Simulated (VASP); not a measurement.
Crystal: CdH2.

```
Cd H
1.0
     2.01724   -3.14373    0.00000
     2.01724    3.14373    0.00000
     0.00000    0.00000    6.95425
Cd H
2 4
Direct
  0.00000 0.00000 0.66667
  0.00000 0.00000 0.33333
  0.00000 0.50000 0.66667
  0.50000 0.00000 0.66667
  0.00000 0.50000 0.33333
  0.50000 0.00000 0.33333
```

The cell was generated, and may not be a known phase.

```yaml
Program: VASP 6.6.1
Task: relaxation of cell and atoms
Functional: PBE
Potentials_or_basis: VASP PAW PBE potentials, release 64 (Cd, H)
Cutoff: 600 eV
k_mesh: 6 × 6 × 4
Occupations: gaussian, width 0.1 eV
Spin: no spin polarisation
```

At the start: pressure 12.3 GPa; volume 14.70 Å³/atom.

Where does the relaxation end?

Over 13 steps the energy falls by 392.6 meV/atom and the volume is 19.55 Å³/atom (+33.0 %); space group Cmmm (No. 65, to 0.1 Å) before and after.

The path:
| step | energy change (eV) | largest force (eV/Å) | pressure (GPa) | volume (Å³) |
| --- | --- | --- | --- | --- |
| 1 | 0.0000 | 5.1907 | 12.29 | 88.20 |
| 2 | -1.4337 | 0.5122 | 0.52 | 103.13 |
| 3 | -1.4337 | 0.5153 | 0.51 | 103.16 |
| 4 | -1.6699 | 0.5160 | 0.83 | 104.86 |
| 5 | -2.1681 | 0.2344 | 1.36 | 108.92 |
| 6 | -2.0627 | 0.0132 | 1.19 | 112.04 |
| 7 | -2.2901 | 0.1055 | 1.63 | 111.40 |
| 8 | -2.3187 | 0.0709 | -0.72 | 119.23 |
| 9 | -2.3280 | 0.0845 | 0.04 | 116.56 |
| 10 | -2.3435 | 0.0684 | 0.01 | 116.94 |
| 11 | -2.3542 | 0.0407 | -0.05 | 117.51 |
| 12 | -2.3543 | 0.0436 | -0.05 | 117.55 |
| 13 | -2.3558 | 0.0355 | 0.08 | 117.28 |

Final structure:
```
Cd H
1.0
     2.66179   -2.71856    0.00000
     2.66179    2.71856    0.00000
     0.00000    0.00000    8.10387
Cd H
2 4
Direct
  0.00000 0.00000 0.69132
  0.00000 0.00000 0.30868
  0.00000 0.50000 0.69340
  0.50000 0.00000 0.69340
  0.00000 0.50000 0.30660
  0.50000 0.00000 0.30660
```

Caveat: the volume moved by over 15 % at a fixed basis, so the end points are rough.
